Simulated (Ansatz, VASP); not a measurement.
**Two plane-wave programs on Nb3H**

```
Nb H
1.0
     2.92702    0.00000    0.00000
     0.00000    2.92702    0.00000
     0.00000    0.00000   21.19579
Nb H
3 1
Cartesian
  1.4635 1.4635 4.0000
  0.0000 0.0000 6.0978
  1.4635 1.4635 8.1958
  1.4635 1.9513 10.7058
```

Alike in both runs: task single point; functional LDA; k mesh 9 × 9 × 1; occupations gaussian, width 0.1 eV; collinear spin.

|  | VASP | Ansatz |
| --- | --- | --- |
| version | VASP 6.6.1 | Ansatz 0.2.0 |
| potentials or method | VASP PAW LDA potentials, release 64 (Nb_sv, H), cutoff 520 eV | scalar-relativistic, plane waves, PAW |
| valence electrons in the cell | 40 | 40 |

```tsv
	VASP	Ansatz	Ansatz less VASP
gap on the k mesh at the Fermi level (eV)	none	none	-
rms of the force components (eV/Å)	0.792	0.792	-0.0003
net moment per atom (μB)	0.00	0.00	0.000
```

LDA's correlation is that of Perdew and Zunger in VASP and of Perdew and Wang (1992) in Ansatz. Atom by atom the forces differ by 0.000 eV/Å (rms over components). A gap of «none» marks a metal or a gap that the smearing closes. Ansatz's warnings: seeded moment not kept.
